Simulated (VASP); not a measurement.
Runs of VASP 6.6.1 on Zr. The structure is that of space group P6_3/mmc (No. 194), or close to it. The cells are those of the table. 

| task | cell | gap on the mesh (eV) | pressure (GPa) |
| --- | --- | --- | --- |
| electric field gradients | a = 3.275, b = 3.275, c = 5.215 Å, angles 90.0, 90.0, 120.0°, 2 atoms | none | -6.5 |
| single point | a = 3.232, b = 3.232, c = 5.198 Å, angles 90.0, 90.0, 120.0°, 2 atoms | none | -4.1 |
| electric field gradients | a = 3.253, b = 3.253, c = 5.181 Å, angles 90.0, 90.0, 120.0°, 2 atoms | none | (a) |
| single point | a = 3.205, b = 3.205, c = 5.104 Å, angles 90.0, 90.0, 120.0°, 2 atoms | none | (b) |
| electric field gradients | a = 3.232, b = 3.232, c = 5.147 Å, angles 90.0, 90.0, 120.0°, 2 atoms | none | -3.2 |
| single point | a = 3.243, b = 3.243, c = 5.164 Å, angles 90.0, 90.0, 120.0°, 2 atoms | none | -4.1 |
| electric field gradients | a = 3.285, b = 3.285, c = 5.231 Å, angles 90.0, 90.0, 120.0°, 2 atoms | none | -7.2 |
| single point | a = 3.210, b = 3.210, c = 5.112 Å, angles 90.0, 90.0, 120.0°, 2 atoms | none | -1.4 |
| single point | a = 3.232, b = 3.232, c = 5.044 Å, angles 90.0, 90.0, 120.0°, 2 atoms | none | -1.3 |
| electric field gradients | a = 3.221, b = 3.221, c = 5.130 Å, angles 90.0, 90.0, 120.0°, 2 atoms | none | -2.3 |
| electric field gradients | a = 3.210, b = 3.210, c = 5.112 Å, angles 90.0, 90.0, 120.0°, 2 atoms | none | -1.4 |
| single point | a = 3.221, b = 3.221, c = 5.130 Å, angles 90.0, 90.0, 120.0°, 2 atoms | none | -2.3 |

Alike in all rows: level PBEsol; potentials or basis VASP PAW PBE potentials, release 64 (Zr_sv); no spin polarisation; k mesh 13 × 13 × 7; cutoff (eV) 520; smearing fermi-dirac 0.08 eV.

Problem. Estimate the missing entries.

Solution. (a) -4.9; (b) -0.9.

Caveats: the PAW data sets were made with another functional, which shifts forces and pressure a little; the cell stands under tension (at least some runs).

A k mesh can miss the band edges, and the runs leave out spin-orbit coupling on Zr.

A gap of «none» marks levels without a gap at the run's occupations.
